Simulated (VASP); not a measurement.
# SrTiO3 (P2/m) in VASP: notebook, part 2 of 2

VASP 6.6.1.

## (5) Single point, PBE+U (shear of c along a, cell held: +9.0 %)

Contents of INCAR:

```
PREC = Accurate ; ENCUT = 520
EDIFF = 1E-6 ; ISMEAR = 0
SIGMA = 0.02 ; LREAL = False
LASPH = True ; NELM = 150
ALGO = Normal ; ISIF = 2
LWAVE = False ; LCHARG = False
LMAXMIX = 4 ; LDAU = True
LDAUTYPE = 2 ; LDAUL = -1 2 -1
LDAUU = 0 4 0 ; LDAUJ = 0 0 0
LDAUPRINT = 1 ; GGA = PE
NBANDS = 28
```

Contents of KPOINTS:

```
Automatic mesh
0
Gamma
  8 8 8
```

Contents of POSCAR:

```
SrTiO3
1.0
    3.9471298193      0.0000000000      0.0000000000
    0.0000000000      3.9471298193      0.0000000000
    0.3552416837      0.0000000000      3.9471298193
Sr Ti O
1 1 3
Direct
    0.0000000000      0.0000000000      0.0000000000
    0.5000000000      0.5000000000      0.5000000000
    0.5000000000      0.0000000000      0.5000000000
    0.5000000000      0.5000000000      0.0000000000
    0.0000000000      0.5000000000      0.5000000000
```

Potentials or basis: VASP PAW PBE potentials, release 64 (Sr_sv, Ti_sv, O).

The run is started by

```sh
$ cat potpaw_PBE.64/Sr_sv/POTCAR potpaw_PBE.64/Ti_sv/POTCAR potpaw_PBE.64/O/POTCAR > POTCAR
$ mpirun -np 1 vasp_std > vasp.out
```

OUTCAR:

```text
PREC = Accurate
   ENCUT = 520
   EDIFF = 1E-6
   ISMEAR = 0
   LREAL = False
   LASPH = True
   NELM = 150
   ISIF = 2
   GGA = PE

 ion  position               nearest neighbor table
   1  0.000  0.000  0.000-   3 2.67   3 2.67   4 2.79   4 2.79   4 2.79   4 2.79   5 2.80   5 2.80
                             5 2.80   5 2.80   3 2.92   3 2.92   2 3.32   2 3.32   2 3.32   2 3.32
   2  0.500  0.500  0.500-   3 1.97   5 1.97   3 1.97   5 1.97   4 1.98   4 1.98   1 3.32   1 3.32
                             1 3.32   1 3.32   1 3.52   1 3.52   1 3.52   1 3.52
   3  0.500  0.000  0.500-   2 1.97   2 1.97   1 2.67   1 2.67   1 2.92   1 2.92
   4  0.500  0.500  0.000-   2 1.98   2 1.98   1 2.79   1 2.79   1 2.79   1 2.79
   5  0.000  0.500  0.500-   2 1.97   2 1.97   1 2.80   1 2.80   1 2.80   1 2.80

  LATTYP: Found a simple monoclinic cell.
 ALAT       =     3.9471298193
 B/A-ratio  =     1.0000000000
 C/A-ratio  =     1.0040418318
 COS(beta)  =    -0.0896376995

  Lattice vectors:

 A1 = (   3.9471298193,   0.0000000000,   0.0000000000)
 A2 = (   0.0000000000,  -3.9471298193,   0.0000000000)
 A3 = (  -0.3552416837,   0.0000000000,  -3.9471298193)

Analysis of symmetry for initial positions (statically):
=====================================================================
 Subroutine PRICEL returns:
 Original cell was already a primitive cell.

 Routine SETGRP: Setting up the symmetry group for a
 simple monoclinic supercell.

 Subroutine GETGRP returns: Found  4 space group operations
 (whereof  4 operations were pure point group operations)
 out of a pool of  4 trial point group operations.

The static configuration has the point symmetry C_2h.

Analysis of symmetry for dynamics (positions and initial velocities):
=====================================================================
 Subroutine PRICEL returns:
 Original cell was already a primitive cell.

 Routine SETGRP: Setting up the symmetry group for a
 simple monoclinic supercell.

 Subroutine GETGRP returns: Found  4 space group operations
 (whereof  4 operations were pure point group operations)
 out of a pool of  4 trial point group operations.

The dynamic configuration has the point symmetry C_2h.

 Subroutine INISYM returns: Found  4 space group operations
 (whereof  4 operations are pure point group operations),
 and found     1 'primitive' translations

----------------------------------------------------------------------------------------

                                     Primitive cell

  volume of cell :      61.4956

  direct lattice vectors                    reciprocal lattice vectors
     3.947129819  0.000000000  0.000000000     0.253348647  0.000000000 -0.022801378
     0.000000000  3.947129819  0.000000000     0.000000000  0.253348647  0.000000000
     0.355241684  0.000000000  3.947129819     0.000000000  0.000000000  0.253348647

  length of vectors
     3.947129819  3.947129819  3.963083454     0.254372640  0.253348647  0.253348647

  position of ions in fractional coordinates (direct lattice)
     0.000000000  0.000000000  0.000000000
[... 101 lines left out ...]
   IALGO  =     38    algorithm
   IMIX   =      4    mixing-type and parameters
     AMIX     =   0.40;   BMIX     =  1.00
     AMIX_MAG =   1.60;   BMIX_MAG =  1.00
  volume/ion in A,a.u.               =      12.30        83.00
  Fermi-wavevector in a.u.,A,eV,Ry     =   1.418448  2.680478 27.374850  2.011995
  Thomas-Fermi vector in A             =   2.539572
   LORBIT       =      0    0 simple, 1 ext, 2 COOP (PROOUT), +10 PAW based schemes
 LDA+U is selected, type is set to LDAUTYPE =  2
   angular momentum for each species LDAUL =    -1    2   -1
   U (eV)           for each species LDAUU =   0.0  4.0  0.0
   J (eV)           for each species LDAUJ =   0.0  0.0  0.0
   GGA     = PE    functional components
   LHFCALC =     F    Hartree Fock is set to
   AEXX    =    0.0000 exact exchange contribution
   IVDW    =     0    specifies the selected vdW correction
   LEPSILON=     F    determine dielectric tensor
   LRPA    =     F    only Hartree local field effects (RPA)
 non-spin polarized calculation
 Gauss-broadening in eV      SIGMA  =   0.02
  energy-cutoff  :      520.00
  volume of cell :       61.50
 maximum number of plane-waves:      1681
 NGX is ok and might be reduce to    30
   NGX = 15   NGY = 15   NGZ = 15

atom =   2  type =  2  l = 2

 onsite density matrix

spin component  1

  0.1028 -0.0010  0.0000  0.0000  0.0000
 -0.0010  0.1020  0.0000  0.0000  0.0000
  0.0000  0.0000  0.2443  0.0144 -0.0003
  0.0000  0.0000  0.0144  0.1044 -0.0003
  0.0000  0.0000 -0.0003 -0.0003  0.2480

spin component  2

  0.1028 -0.0010  0.0000  0.0000  0.0000
 -0.0010  0.1020  0.0000  0.0000  0.0000
  0.0000  0.0000  0.2443  0.0144 -0.0003
  0.0000  0.0000  0.0144  0.1044 -0.0003
  0.0000  0.0000 -0.0003 -0.0003  0.2480

 occupancies and eigenvectors

  o =  0.1014  v = -0.5702 -0.8215  0.0000  0.0000  0.0000  0.0000  0.0000  0.0000  0.0000  0.0000      0.0000  0.0000  0.0000  0.0000  0.0000  0.0000  0.0000  0.0000  0.0000  0.0000
  o =  0.1014  v =  0.0000  0.0000  0.0000  0.0000  0.0000 -0.5702 -0.8215  0.0000  0.0000  0.0000      0.0000  0.0000  0.0000  0.0000  0.0000  0.0000  0.0000  0.0000  0.0000  0.0000
  o =  0.1029  v =  0.0000  0.0000 -0.1013  0.9949  0.0015  0.0000  0.0000  0.0000  0.0000  0.0000      0.0000  0.0000  0.0000  0.0000  0.0000  0.0000  0.0000  0.0000  0.0000  0.0000
  o =  0.1029  v =  0.0000  0.0000  0.0000  0.0000  0.0000  0.0000  0.0000 -0.1013  0.9949  0.0015      0.0000  0.0000  0.0000  0.0000  0.0000  0.0000  0.0000  0.0000  0.0000  0.0000
  o =  0.1035  v =  0.0000  0.0000  0.0000  0.0000  0.0000 -0.8215  0.5702  0.0000  0.0000  0.0000      0.0000  0.0000  0.0000  0.0000  0.0000  0.0000  0.0000  0.0000  0.0000  0.0000
  o =  0.1035  v = -0.8215  0.5702  0.0000  0.0000  0.0000  0.0000  0.0000  0.0000  0.0000  0.0000      0.0000  0.0000  0.0000  0.0000  0.0000  0.0000  0.0000  0.0000  0.0000  0.0000
  o =  0.2457  v =  0.0000  0.0000  0.9834  0.0999  0.1513  0.0000  0.0000  0.0000  0.0000  0.0000      0.0000  0.0000  0.0000  0.0000  0.0000  0.0000  0.0000  0.0000  0.0000  0.0000
  o =  0.2457  v =  0.0000  0.0000  0.0000  0.0000  0.0000  0.0000  0.0000  0.9834  0.0999  0.1513      0.0000  0.0000  0.0000  0.0000  0.0000  0.0000  0.0000  0.0000  0.0000  0.0000
  o =  0.2480  v =  0.0000  0.0000  0.0000  0.0000  0.0000  0.0000  0.0000 -0.1503 -0.0168  0.9885      0.0000  0.0000  0.0000  0.0000  0.0000  0.0000  0.0000  0.0000  0.0000  0.0000
  o =  0.2480  v =  0.0000  0.0000 -0.1503 -0.0168  0.9885  0.0000  0.0000  0.0000  0.0000  0.0000      0.0000  0.0000  0.0000  0.0000  0.0000  0.0000  0.0000  0.0000  0.0000  0.0000

 number of electron      39.9999989 magnetization

 Free energy of the ion-electron system (eV)
  ---------------------------------------------------
  ext. energy  EPLUGINS =         0.00000000
  ---------------------------------------------------
  free energy    TOTEN  =       -37.23358947 eV

  energy without entropy =      -37.23358947  energy(sigma->0) =      -37.23358947

 E-fermi :   4.4307     XC(G=0): -11.1079

 val. band max:        4.1616303115   @ k =   0.5000   0.5000   0.5000
 cond. band min:       6.1555129336   @ k =   0.0000   0.0000   0.0000
 fundamental gap:      1.9938826221
 Fermi energy:         4.4306810923

 k-point     1 :       0.0000    0.0000    0.0000
  band No.  band energies     occupation
      1     -53.6269      2.00000
      2     -29.8421      2.00000
      3     -29.8081      2.00000
      4     -29.7599      2.00000
      5     -28.8415      2.00000
      6     -13.3329      2.00000
[... 733 lines left out ...]
     27      12.0134      0.00000
     28      12.9119      0.00000

 [... further k-points ...]
[... 5 lines left out ...]
  --------------------------------------------------------------------------------------
  -------------------------------------------------------------------------------------
  Total        0.9696844      1.1474337      1.3092018      0.0000000      0.0000000     -3.8279478
  in kB       25.2636876     29.8946817     34.1093109      0.0000000      0.0000000    -99.7315012
  external PRESSURE =      29.7558934 kB  Pullay stress =       0.0000000 kB

 VOLUME and BASIS-vectors are now :
 -----------------------------------------------------------------------------
  energy-cutoff  :      520.00
  volume of cell :       61.50
      direct lattice vectors                 reciprocal lattice vectors
     3.947129819  0.000000000  0.000000000     0.253348647  0.000000000 -0.022801378
     0.000000000  3.947129819  0.000000000     0.000000000  0.253348647  0.000000000
     0.355241684  0.000000000  3.947129819     0.000000000  0.000000000  0.253348647

 POSITION                                       TOTAL-FORCE (eV/Angst)
 -----------------------------------------------------------------------------------
      0.00000      0.00000      0.00000         0.000000      0.000000      0.000000
      2.15119      1.97356      1.97356         0.000000      0.000000      0.000000
      2.15119      0.00000      1.97356        -0.000000      0.000000      0.000000
      1.97356      1.97356      0.00000        -0.000000      0.000000      0.000000
      0.17762      1.97356      1.97356         0.000000      0.000000      0.000000
 -----------------------------------------------------------------------------------
    total drift:                                0.000000      0.000000     -0.000000

  FREE ENERGIE OF THE ION-ELECTRON SYSTEM (eV)
  ---------------------------------------------------
  free  energy   TOTEN  =       -37.2335894706 eV

  energy  without entropy=      -37.2335894706  energy(sigma->0) =      -37.23358947
```

It took 8.3 min on 1 thread of Intel Xeon 8259CL, shared host; peak memory 0.39 GiB.

Results:

```
Free energy            : -37.2336 eV
Pressure               : 3.0 GPa
Band gap on the k mesh : 1.99 eV, indirect (least direct gap 2.22 eV)
```

Eigenvalues of the final occupation matrices:
```csv
site,spin,trace,eigenvalues
site 2 d,1,0.80,0.10 0.10 0.10 0.25 0.25
site 2 d,2,0.80,0.10 0.10 0.10 0.25 0.25
```

Caveat: the cell differs from its parent crystal (shear of c along a, cell held: +9.0 %). A k mesh can miss the band edges.

## (6) The runs side by side

| cell | gap on the mesh (eV) | pressure (GPa) |
| --- | --- | --- |
| a = 3.947, b = 3.947, c = 3.951 Å, angles 90.0, 87.4, 90.0°, 5 atoms | 2.19 | 2.8 |
| a = 3.947, b = 3.947, c = 3.954 Å, angles 90.0, 86.6, 90.0°, 5 atoms | 2.13 | 2.8 |
| a = 3.947, b = 3.947, c = 3.963 Å, angles 90.0, 84.9, 90.0°, 5 atoms | 1.99 | 3.0 |

Alike in all rows: task single point; level PBE+U; potentials or basis VASP PAW PBE potentials, release 64 (Sr_sv, Ti_sv, O); no spin polarisation; Ti d U = 4.0 eV; k mesh 8 × 8 × 8; cutoff (eV) 520; smearing gaussian 0.02 eV.

Absolute energies hang on the potentials; compare differences alone.
